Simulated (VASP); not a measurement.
A run of VASP 6.6.1:

File INCAR:

```
ALGO = Normal
DIPOL = 0.5 0.5 0.500
EDIFF = 1E-6
ENCUT = 520
GGA = PE
IDIPOL = 3
ISIF = 2
ISMEAR = 0
ISPIN = 2
LASPH = True
LCHARG = False
LDIPOL = True
LMAXMIX = 4
LORBIT = 11
LREAL = False
LWAVE = False
MAGMOM = 0.14 0.14 0.14 0.14 4.63 4.63 4.63 4.63
NBANDS = 52
NELM = 150
PREC = Accurate
SIGMA = 0.1
```

File KPOINTS:

```
k-points
0
Gamma
  9 9 1
```

The input POSCAR:

```
MnS
1.0
    3.9912508390      0.0000000000      0.0000000000
   -1.9956254195      3.4565246194      0.0000000000
    0.0000000000      0.0000000000     25.5912386569
S Mn
4 4
Direct
    0.0000000000      0.0000000000      0.3075398086
    0.3333333333      0.6666666667      0.4264756305
    0.6666666667      0.3333333333      0.5510509420
    0.0000000000      0.0000000000      0.6782231151
    0.3333333333      0.6666666667      0.3298895465
    0.6666666667      0.3333333333      0.4564230058
    0.0000000000      0.0000000000      0.5797501276
    0.3333333333      0.6666666667      0.6706478239
```

Potentials or basis: VASP PAW PBE potentials, release 64 (S, Mn_pv).

Launch:

```sh
$ cat potpaw_PBE.64/S/POTCAR potpaw_PBE.64/Mn_pv/POTCAR > POTCAR
$ mpirun -np 1 vasp_std > vasp.out
```

Hardware: 1 thread of Intel(R) Xeon(R) Platinum 8488C (Sapphire Rapids), with other jobs on the host.

Task: Estimate the wall time of this run.

Result: Wall time 18 min on 1 thread of Intel(R) Xeon(R) Platinum 8488C (Sapphire Rapids), on a shared host, peak memory 0.75 GiB. Counts: scf iterations 37, k points 12.
